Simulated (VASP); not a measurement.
Here is a VASP 6.6.1 calculation.

INCAR

```
ALGO     = Normal         # electronic algorithm
EDIFF    = 1E-6           # SCF threshold, eV
ENCUT    = 970            # plane-wave cutoff, eV
GGA      = PS             # functional
GGA_COMPAT= F            
ISIF     = 2              # what is computed and relaxed
ISMEAR   = -1             # smearing method
LASPH    = T              # aspherical terms in the spheres
LCHARG   = F              # write CHGCAR
LREAL    = F              # projectors in reciprocal space
LWAVE    = F              # write WAVECAR
NBANDS   = 15             # bands
NELM     = 120            # most SCF steps
PREC     = Accurate       # precision mode
SIGMA    = 0.03           # smearing width, eV
```

KPOINTS

```
k-points
0
Gamma
  9 9 9
```

Contents of POSCAR:

```
NaF
1.0
    0.0000000000      2.3200000000      2.3200000000
    2.3200000000      0.0000000000      2.3200000000
    2.3200000000      2.3200000000      0.0000000000
Na F
1 1
Direct
   -0.0300000000     -0.0300000000      0.0300000000
    0.5300000000      0.5300000000      0.4700000000
```

Potentials or basis: VASP PAW PBE potentials, release 64 (Na_sv, F).

The run is started by

```sh
$ cat potpaw_PBE.64/Na_sv/POTCAR potpaw_PBE.64/F/POTCAR > POTCAR
$ mpirun -np 1 vasp_std > vasp.out
```

Task: Estimate the band gap on the k mesh.

Result: 6.15 eV.

Task: What does it give for the pressure?

Result: 1.7 GPa.

Task: What does it give for the largest force?

Result: 0.928 eV/Å.

Stress tensor (GPa, compression positive):
```
-1.36  0.00  0.00
 0.00 -1.36  0.00
 0.00  0.00  7.95
```

Caveat: the cell differs from its parent crystal (shortest bond scaled by 0.88); the PAW data sets were made with another functional, which shifts forces and pressure a little; an odd mesh through Γ misses points on the zone boundary, where band edges can lie.
